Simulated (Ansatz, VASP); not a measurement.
## Ti in VASP and in Ansatz

```
CELL_PARAMETERS angstrom
-1.64100 1.64100 1.62459
1.64100 -1.64100 1.62459
1.64100 1.64100 -1.62459
ATOMIC_POSITIONS crystal
Ti 0.00000 0.00000 0.00000
```

Change from the starting cell: zz strain of -1 %, crystal datasets.

Alike in both runs: task electric field gradients; functional PBE; k mesh 14 × 14 × 14; occupations fermi-dirac, width 0.05 eV; no spin polarisation.

|  | VASP | Ansatz |
| --- | --- | --- |
| version | VASP 6.6.1 | Ansatz 0.2.0 |
| potentials or method | VASP PAW PBE potentials, release 64 (Ti_sv), cutoff 520 eV | all-electron PAW with datasets made for the crystal, scalar-relativistic |

|  | VASP | Ansatz | Ansatz less VASP |
| --- | --- | --- | --- |
| pressure (GPa) | -1.6 | -1.4 | +0.23 |
| traceless stress, the component that is largest in VASP (GPa) | -0.22 | -0.22 | -0.001 |
| size of Vzz on the site where it differs most (V/Å²) | 0.1 | 0.1 | +0.02 |

Ansatz ran all-electron here, and VASP with PAW potentials.
